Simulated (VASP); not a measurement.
Set up this calculation in VASP 6.6.1, as the native input.

```
Task                   : single point
Functional             : PBEsol
Potentials or basis    : VASP PAW PBE potentials, release 64 (Mo_sv)
Cutoff                 : 520 eV
k mesh                 : 18 × 18 × 18
Occupations            : gaussian, width 0.15 eV
Spin                   : no spin polarisation
Dipole correction      : no
Further INCAR settings : ALGO = Normal; EDIFF = 1e-07; NBANDS = 13
```

The structure of Mo lies in POSCAR:

```
Mo
1.0
    2.5987348773      0.0000000000      0.0000000000
   -1.2993674387      2.2505704215      0.0000000000
    0.0000000000      0.0000000000      2.6829397350
Mo
1
Direct
    0.0000000000      0.0000000000      0.5000000000
```

This isn't the form of Mo at room conditions, which is bcc.

This cell differs from its parent crystal: strain -0.050 along x and y, +0.050 along z.

The input as run:

INCAR

```
PREC = Accurate
ENCUT = 520
EDIFF = 1E-7
ISMEAR = 0
SIGMA = 0.15
LREAL = False
LASPH = True
NELM = 80
ALGO = Normal
ISIF = 2
LWAVE = False
LCHARG = False
GGA = PS
NBANDS = 13
```

KPOINTS

```
Automatic mesh
0
Gamma
  18 18 18
```

Potentials or basis: VASP PAW PBE potentials, release 64 (Mo_sv).

Run with:

```console
$ cat potpaw_PBE.64/Mo_sv/POTCAR > POTCAR
$ mpirun -np 1 vasp_std > vasp.out
```

It gave:

```yaml
Pressure: 13.3 GPa
Band_gap_on_the_k_mesh: zero (bands 7 and 8 overlap by 2.16 eV)
```

Caveat: the cell differs from its parent crystal (strain -0.050 along x and y, +0.050 along z); the cell stands under pressure; the PAW data sets were made with another functional, which shifts forces and pressure a little.

It took 50 s on 1 thread of Intel(R) Xeon(R) Platinum 8488C (Sapphire Rapids) (shared host), peak memory 0.18 GiB.
